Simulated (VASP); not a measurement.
# CdTe (F-43m) in VASP: notebook

CdTe is run at these levels: PBE; tasks: single point.

Everything below comes from runs of VASP 6.6.1. Logs are shortened: lines on timing, memory, paths and dates and some standing lists are left out, and cuts for length are marked.

## (1) The cell of the first run

The structure is cubic, space group F-43m (No. 216). Conventional cell: a = 6.144 Å, b = 6.144 Å, c = 6.144 Å, α = 90.00°, β = 90.00°, γ = 90.00°. Cd (site symmetry -43m) has 4 Te at 2.66 Å within 3.5 Å. Te (site symmetry -43m) has 4 Cd at 2.66 Å within 3.5 Å.

## (2) Single point, PBE (volume scaled by 0.800)

Input file INCAR:

```
SYSTEM = CdTe
PREC = Accurate ; ENCUT = 520
EDIFF = 1E-6 ; ISMEAR = 0
SIGMA = 0.05 ; LREAL = .False.
LASPH = .True. ; NELM = 80
ALGO = Normal ; ISIF = 2
LWAVE = .False. ; LCHARG = .False.
GGA = PE ; NBANDS = 16
```

Input file KPOINTS:

```
Automatic mesh
0
Gamma
  10 10 10
  0 0 0
```

Input file POSCAR:

```
CdTe
1.0
    0.0000000000      3.0719740766      3.0719740766
    3.0719740766      0.0000000000      3.0719740766
    3.0719740766      3.0719740766      0.0000000000
Cd Te
1 1
Direct
    0.0000000000      0.0000000000      0.0000000000
    0.2500000000      0.2500000000      0.2500000000
```

Potentials or basis: VASP PAW PBE potentials, release 64 (Cd, Te).

Run with:

```console
$ cat potpaw_PBE.64/Cd/POTCAR potpaw_PBE.64/Te/POTCAR > POTCAR
$ mpirun -np 1 vasp_std > vasp.out
```

OUTCAR:

```text
SYSTEM = CdTe
   PREC = Accurate
   ENCUT = 520
   EDIFF = 1E-6
   ISMEAR = 0
   LREAL = .False.
   LASPH = .True.
   NELM = 80
   ISIF = 2
   GGA = PE

 ion  position               nearest neighbor table
   1  0.000  0.000  0.000-   2 2.66   2 2.66   2 2.66   2 2.66
   2  0.250  0.250  0.250-   1 2.66   1 2.66   1 2.66   1 2.66

  LATTYP: Found a face centered cubic cell.
 ALAT       =     6.1439481532

  Lattice vectors:

 A1 = (   0.0000000000,   3.0719740766,   3.0719740766)
 A2 = (   3.0719740766,   0.0000000000,   3.0719740766)
 A3 = (   3.0719740766,   3.0719740766,   0.0000000000)

Analysis of symmetry for initial positions (statically):
=====================================================================
 Subroutine PRICEL returns:
 Original cell was already a primitive cell.

 Routine SETGRP: Setting up the symmetry group for a
 face centered cubic supercell.

 Subroutine GETGRP returns: Found 24 space group operations
 (whereof 24 operations were pure point group operations)
 out of a pool of 48 trial point group operations.

The static configuration has the point symmetry T_d .

Analysis of symmetry for dynamics (positions and initial velocities):
=====================================================================
 Subroutine PRICEL returns:
 Original cell was already a primitive cell.

 Routine SETGRP: Setting up the symmetry group for a
 face centered cubic supercell.

 Subroutine GETGRP returns: Found 24 space group operations
 (whereof 24 operations were pure point group operations)
 out of a pool of 48 trial point group operations.

The dynamic configuration has the point symmetry T_d .

 Subroutine INISYM returns: Found 24 space group operations
 (whereof 24 operations are pure point group operations),
 and found     1 'primitive' translations

----------------------------------------------------------------------------------------

                                     Primitive cell

  volume of cell :      57.9806

  direct lattice vectors                    reciprocal lattice vectors
     0.000000000  3.071974077  3.071974077    -0.162761790  0.162761790  0.162761790
     3.071974077  0.000000000  3.071974077     0.162761790 -0.162761790  0.162761790
     3.071974077  3.071974077  0.000000000     0.162761790  0.162761790 -0.162761790

  length of vectors
     4.344427402  4.344427402  4.344427402     0.281911690  0.281911690  0.281911690

  position of ions in fractional coordinates (direct lattice)
     0.000000000  0.000000000  0.000000000
     0.250000000  0.250000000  0.250000000

[... 77 lines left out ...]
   LREAL  =      F    real-space projection
   EDIFFG = 0.1E-04   stopping-criterion for IOM
   NSW    =      0    number of steps for IOM
   IBRION =     -1    ionic relax: 0-MD 1-quasi-New 2-CG
   NFREE  =      0    steps in history (QN), initial steepest desc. (CG)
   ISIF   =      2    stress and relaxation
   ISYM   =      2    0-nonsym 1-usesym 2-fastsym
   POTIM  = 0.5000    time-step for ionic-motion
   TEBEG  =    0.0;   TEEND  =   0.0 temperature during run
   PSTRESS=    0.0 pullay stress
   NELECT =      18.0000    total number of electrons
   NUPDOWN=      -1.0000    fix difference up-down
   EMIN   =  10.00;   EMAX   =-10.00  energy-range for DOS
   EFERMI =   0.00;   METHOD = LEGACY
   ISMEAR =     0;   SIGMA  =   0.05  broadening in eV -4-tet -1-fermi 0-gaus
   EFERMI_NEDOS =   21; number of points for ismear=-14 and -15
   IALGO  =     38    algorithm
   IMIX   =      4    mixing-type and parameters
     AMIX     =   0.40;   BMIX     =  1.00
     AMIX_MAG =   1.60;   BMIX_MAG =  1.00
  volume/ion in A,a.u.               =      28.99       195.64
  Fermi-wavevector in a.u.,A,eV,Ry     =   1.108506  2.094773 16.718648  1.228786
  Thomas-Fermi vector in A             =   2.245034
   LORBIT       =      0    0 simple, 1 ext, 2 COOP (PROOUT), +10 PAW based schemes
   GGA     = PE    functional components
   LHFCALC =     F    Hartree Fock is set to
   AEXX    =    0.0000 exact exchange contribution
   IVDW    =     0    specifies the selected vdW correction
   LEPSILON=     F    determine dielectric tensor
   LRPA    =     F    only Hartree local field effects (RPA)
 non-spin polarized calculation
 Gauss-broadening in eV      SIGMA  =   0.05
  energy-cutoff  :      520.00
  volume of cell :       57.98
 maximum number of plane-waves:      1588
   NGX = 17   NGY = 17   NGZ = 17

 number of electron      18.0000008 magnetization

 Free energy of the ion-electron system (eV)
  ---------------------------------------------------
  ext. energy  EPLUGINS =         0.00000000
  ---------------------------------------------------
  free energy    TOTEN  =        -4.31033963 eV

  energy without entropy =       -4.31033963  energy(sigma->0) =       -4.31033963

 E-fermi :   4.1937     XC(G=0):  -9.3176

 val. band max:        3.9704506757   @ k =   0.0000   0.0000   0.0000
 cond. band min:       5.2452964830   @ k =   0.0000   0.0000   0.0000
 fundamental gap:      1.2748458073
 Fermi energy:         4.1937183341

 k-point     1 :       0.0000    0.0000    0.0000
  band No.  band energies     occupation
      1      -8.2687      2.00000
      2      -5.0224      2.00000
      3      -5.0224      2.00000
      4      -5.0224      2.00000
      5      -4.6233      2.00000
      6      -4.6233      2.00000
[... 433 lines left out ...]
      3      -4.8292      2.00000
      4      -4.7706      2.00000
      5      -4.5893      2.00000
      6      -4.3089      2.00000
[... 8 lines left out ...]
     15      14.8105      0.00000
     16      16.2325      0.00000

 [... further k-points ...]

------------------------ aborting loop because EDIFF is reached ----------------------------------------

  FORCE on cell =-STRESS in cart. coord.  units (eV):
  Direction    XX          YY          ZZ          XY          YZ          ZX
  --------------------------------------------------------------------------------------
  -------------------------------------------------------------------------------------
  Total        4.9233806      4.9233806      4.9233806      0.0000000      0.0000000     -0.0000000
  in kB      136.0477485    136.0477485    136.0477485      0.0000000      0.0000000     -0.0000000
  external PRESSURE =     136.0477485 kB  Pullay stress =       0.0000000 kB

 VOLUME and BASIS-vectors are now :
 -----------------------------------------------------------------------------
  energy-cutoff  :      520.00
  volume of cell :       57.98
      direct lattice vectors                 reciprocal lattice vectors
     0.000000000  3.071974077  3.071974077    -0.162761790  0.162761790  0.162761790
     3.071974077  0.000000000  3.071974077     0.162761790 -0.162761790  0.162761790
     3.071974077  3.071974077  0.000000000     0.162761790  0.162761790 -0.162761790

 POSITION                                       TOTAL-FORCE (eV/Angst)
 -----------------------------------------------------------------------------------
      0.00000      0.00000      0.00000         0.000000      0.000000      0.000000
      1.53599      1.53599      1.53599        -0.000000     -0.000000     -0.000000
 -----------------------------------------------------------------------------------
    total drift:                               -0.000000     -0.000000     -0.000000

  FREE ENERGIE OF THE ION-ELECTRON SYSTEM (eV)
  ---------------------------------------------------
  free  energy   TOTEN  =        -4.3103396291 eV

  energy  without entropy=       -4.3103396291  energy(sigma->0) =       -4.31033963
```

stdout:

```text
POSCAR found type information on POSCAR CdTe
 POSCAR found :  2 types and       2 ions
 scaLAPACK will be used
 LDA part: xc-table for (Slater+PW92), standard interpolation
 POSCAR, INCAR and KPOINTS ok, starting setup
 FFT: planning ... GRIDC
 FFT: planning ... GRID_SOFT
 FFT: planning ... GRID
 WAVECAR not read
 entering main loop
```

Run time: 11 s. Hardware: 1 thread of Intel Xeon 6975P-C (Granite Rapids), shared host; peak memory 0.19 GiB.

What came out:

```yaml
Free_energy: -4.3103 eV
Pressure: 13.6 GPa
Band_gap_on_the_k_mesh: 1.27 eV, direct
```

Levels at points of the mesh, in eV from the valence-band top:
```csv
k point,band 6,band 7,band 8,band 9,band 10,band 11,band 12,band 13
"(0.00, 0.00, 0.00)",-8.59,0.00,0.00,0.00,1.27,4.44,4.44,4.44
"(0.50, 0.00, 0.00)",-8.09,-5.46,-1.05,-1.05,1.96,5.07,5.07,7.04
"(0.50, 0.50, 0.00)",-7.89,-5.16,-2.49,-2.49,2.20,2.54,9.80,9.94
```

Caveat: spin-orbit coupling is left out, which moves the levels of the heavy elements.

## (3) Single point, PBE (volume scaled by 0.840)

Input file INCAR:

```
SYSTEM = CdTe
ALGO = Normal ; EDIFF = 1E-6
ENCUT = 520 ; GGA = PE
ISIF = 2 ; ISMEAR = 0
LASPH = .TRUE. ; LCHARG = .TRUE.
LELF = .TRUE. ; LREAL = .FALSE.
LVHAR = .TRUE. ; LWAVE = .FALSE.
NBANDS = 16 ; NELM = 80
PREC = Accurate ; SIGMA = 0.05
```

Input file KPOINTS:

```
k-points
0
G
  10 10 10
  0 0 0
```

Input file POSCAR:

```
CdTe
1.0
    0.0000000000      3.1223432596      3.1223432596
    3.1223432596      0.0000000000      3.1223432596
    3.1223432596      3.1223432596      0.0000000000
Cd Te
1 1
Direct
    0.0000000000      0.0000000000      0.0000000000
    0.2500000000      0.2500000000      0.2500000000
```

Potentials or basis: VASP PAW PBE potentials, release 64 (Cd, Te).

Run with:

```console
$ cat potpaw_PBE.64/Cd/POTCAR potpaw_PBE.64/Te/POTCAR > POTCAR
$ mpirun -np 1 vasp_std > vasp.out
```

OUTCAR:

```text
SYSTEM = CdTe
   EDIFF = 1E-6
   ENCUT = 520
   GGA = PE
   ISIF = 2
   ISMEAR = 0
   LASPH = .TRUE.
   LREAL = .FALSE.
   NELM = 80
   PREC = Accurate

 ion  position               nearest neighbor table
   1  0.000  0.000  0.000-   2 2.70   2 2.70   2 2.70   2 2.70
   2  0.250  0.250  0.250-   1 2.70   1 2.70   1 2.70   1 2.70

  LATTYP: Found a face centered cubic cell.
 ALAT       =     6.2446865192

  Lattice vectors:

 A1 = (   0.0000000000,   3.1223432596,   3.1223432596)
[... 642 lines left out ...]

------------------------ aborting loop because EDIFF is reached ----------------------------------------

  FORCE on cell =-STRESS in cart. coord.  units (eV):
  Direction    XX          YY          ZZ          XY          YZ          ZX
  --------------------------------------------------------------------------------------
  -------------------------------------------------------------------------------------
  Total        3.6072053      3.6072053      3.6072053     -0.0000000     -0.0000000      0.0000000
  in kB       94.9313188     94.9313188     94.9313188     -0.0000000     -0.0000000      0.0000000
  external PRESSURE =      94.9313188 kB  Pullay stress =       0.0000000 kB

 VOLUME and BASIS-vectors are now :
 -----------------------------------------------------------------------------
  energy-cutoff  :      520.00
  volume of cell :       60.88
      direct lattice vectors                 reciprocal lattice vectors
     0.000000000  3.122343260  3.122343260    -0.160136141  0.160136141  0.160136141
     3.122343260  0.000000000  3.122343260     0.160136141 -0.160136141  0.160136141
     3.122343260  3.122343260  0.000000000     0.160136141  0.160136141 -0.160136141

 POSITION                                       TOTAL-FORCE (eV/Angst)
 -----------------------------------------------------------------------------------
      0.00000      0.00000      0.00000        -0.000000     -0.000000     -0.000000
      1.56117      1.56117      1.56117         0.000000      0.000000      0.000000
 -----------------------------------------------------------------------------------
    total drift:                               -0.000000     -0.000000     -0.000000

  FREE ENERGIE OF THE ION-ELECTRON SYSTEM (eV)
  ---------------------------------------------------
  free  energy   TOTEN  =        -4.5177365631 eV

  energy  without entropy=       -4.5177365631  energy(sigma->0) =       -4.51773656
```

It took 18 s on 1 thread of Intel Xeon 6975P-C (Granite Rapids), shared host; peak memory 0.22 GiB.

What came out:

| Quantity | Value |
| --- | --- |
| Free energy | -4.5177 eV |
| Pressure | 9.5 GPa |
| Band gap on the k mesh | 1.12 eV, direct |

Caveat: spin-orbit coupling is left out, which moves the levels of the heavy elements.

## (4) Single point, PBE (volume scaled by 0.880)

Input file INCAR:

```
  PREC = Accurate
  ENCUT = 520
  EDIFF = 1E-7
  ISMEAR = 0
  SIGMA = 0.05
  LREAL = False
  LASPH = True
  NELM = 60
  ALGO = Normal
  ISIF = 2
  LWAVE = False
  LCHARG = False
  GGA = PE
  NBANDS = 16
```

Input file KPOINTS:

```
regular mesh
0
Gamma
  10 10 10
```

Input file POSCAR:

```
CdTe
1.0
    0.0000000000      3.1711377544      3.1711377544
    3.1711377544      0.0000000000      3.1711377544
    3.1711377544      3.1711377544      0.0000000000
Cd Te
1 1
Direct
    0.0000000000      0.0000000000      0.0000000000
    0.2500000000      0.2500000000      0.2500000000
```

Potentials or basis: VASP PAW PBE potentials, release 64 (Cd, Te).

Run with:

```console
$ cat potpaw_PBE.64/Cd/POTCAR potpaw_PBE.64/Te/POTCAR > POTCAR
$ mpirun -np 1 vasp_std > vasp.out
```

OUTCAR:

```text
PREC = Accurate
   ENCUT = 520
   EDIFF = 1E-7
   ISMEAR = 0
   LREAL = False
   LASPH = True
   NELM = 60
   ISIF = 2
   GGA = PE

 ion  position               nearest neighbor table
   1  0.000  0.000  0.000-   2 2.75   2 2.75   2 2.75   2 2.75
   2  0.250  0.250  0.250-   1 2.75   1 2.75   1 2.75   1 2.75

  LATTYP: Found a face centered cubic cell.
 ALAT       =     6.3422755088

  Lattice vectors:

 A1 = (   0.0000000000,   3.1711377544,   3.1711377544)
 A2 = (   3.1711377544,   0.0000000000,   3.1711377544)
 A3 = (   3.1711377544,   3.1711377544,   0.0000000000)

Analysis of symmetry for initial positions (statically):
=====================================================================
 Subroutine PRICEL returns:
 Original cell was already a primitive cell.

 Routine SETGRP: Setting up the symmetry group for a
 face centered cubic supercell.

 Subroutine GETGRP returns: Found 24 space group operations
 (whereof 24 operations were pure point group operations)
 out of a pool of 48 trial point group operations.

The static configuration has the point symmetry T_d .

Analysis of symmetry for dynamics (positions and initial velocities):
[... 160 lines left out ...]
 E-fermi :   3.2289     XC(G=0):  -8.8763

 val. band max:        2.9637494581   @ k =   0.0000   0.0000   0.0000
 cond. band min:       3.9369384385   @ k =   0.0000   0.0000   0.0000
 fundamental gap:      0.9731889804
 Fermi energy:         3.2289484831

 k-point     1 :       0.0000    0.0000    0.0000
  band No.  band energies     occupation
      1      -8.6050      2.00000
      2      -5.5706      2.00000
      3      -5.5706      2.00000
      4      -5.5706      2.00000
      5      -5.2586      2.00000
      6      -5.2586      2.00000
[... 433 lines left out ...]
      3      -5.4216      2.00000
      4      -5.3603      2.00000
      5      -5.2316      2.00000
      6      -4.9754      2.00000
[... 8 lines left out ...]
     15      13.6112      0.00000
     16      14.9253      0.00000

 [... further k-points ...]

------------------------ aborting loop because EDIFF is reached ----------------------------------------

  FORCE on cell =-STRESS in cart. coord.  units (eV):
  Direction    XX          YY          ZZ          XY          YZ          ZX
  --------------------------------------------------------------------------------------
  -------------------------------------------------------------------------------------
  Total        2.4933858      2.4933858      2.4933858      0.0000000     -0.0000000      0.0000000
  in kB       62.6361054     62.6361054     62.6361054      0.0000000     -0.0000000      0.0000000
  external PRESSURE =      62.6361054 kB  Pullay stress =       0.0000000 kB

 VOLUME and BASIS-vectors are now :
 -----------------------------------------------------------------------------
  energy-cutoff  :      520.00
  volume of cell :       63.78
      direct lattice vectors                 reciprocal lattice vectors
     0.000000000  3.171137754  3.171137754    -0.157672116  0.157672116  0.157672116
     3.171137754  0.000000000  3.171137754     0.157672116 -0.157672116  0.157672116
     3.171137754  3.171137754  0.000000000     0.157672116  0.157672116 -0.157672116

 POSITION                                       TOTAL-FORCE (eV/Angst)
 -----------------------------------------------------------------------------------
      0.00000      0.00000      0.00000        -0.000000     -0.000000     -0.000000
      1.58557      1.58557      1.58557         0.000000      0.000000      0.000000
 -----------------------------------------------------------------------------------
    total drift:                               -0.000000     -0.000000     -0.000000

  FREE ENERGIE OF THE ION-ELECTRON SYSTEM (eV)
  ---------------------------------------------------
  free  energy   TOTEN  =        -4.6591621675 eV

  energy  without entropy=       -4.6591621675  energy(sigma->0) =       -4.65916217
```

OSZICAR:

```text
N       E                     dE             d eps       ncg     rms          rms(c)
DAV:   1     0.101386718420E+03    0.10139E+03   -0.83542E+03  1520   0.985E+02
DAV:   2    -0.139347256425E+01   -0.10278E+03   -0.98080E+02  1816   0.239E+02
DAV:   3    -0.485474681547E+01   -0.34613E+01   -0.34563E+01  1840   0.456E+01
DAV:   4    -0.488624828266E+01   -0.31501E-01   -0.31500E-01  2208   0.380E+00
DAV:   5    -0.488635577667E+01   -0.10749E-03   -0.10749E-03  2000   0.189E-01    0.647E+00
DAV:   6    -0.467422531271E+01    0.21213E+00   -0.36793E-01  1800   0.775E+00    0.513E+00
DAV:   7    -0.465806403969E+01    0.16161E-01   -0.11738E-01  1784   0.227E+00    0.185E+00
DAV:   8    -0.465879836661E+01   -0.73433E-03   -0.12193E-02  1640   0.130E+00    0.511E-01
DAV:   9    -0.465907230088E+01   -0.27393E-03   -0.97288E-04  1856   0.346E-01    0.129E-01
DAV:  10    -0.465912891509E+01   -0.56614E-04   -0.11461E-04  1896   0.101E-01    0.563E-02
DAV:  11    -0.465916288286E+01   -0.33968E-04   -0.63855E-05  1752   0.594E-02    0.287E-02
DAV:  12    -0.465916190060E+01    0.98226E-06   -0.28271E-06  1816   0.174E-02    0.166E-02
DAV:  13    -0.465916228645E+01   -0.38585E-06   -0.52477E-06  1800   0.143E-02    0.183E-02
DAV:  14    -0.465916217535E+01    0.11110E-06   -0.80998E-07  1920   0.693E-03    0.580E-03
DAV:  15    -0.465916216748E+01    0.78753E-08   -0.57108E-08  1144   0.140E-03
   1 F= -.46591622E+01 E0= -.46591622E+01  d E =-.512685E-16
```

Run time: 21 s. Hardware: 1 thread of Intel Xeon 6975P-C (Granite Rapids), shared host; peak memory 0.23 GiB.

What came out:

```yaml
Free_energy: -4.6592 eV
Pressure: 6.3 GPa
Band_gap_on_the_k_mesh: 0.97 eV, direct
```

Caveat: spin-orbit coupling is left out, which moves the levels of the heavy elements.

[end of part 1 of 2]
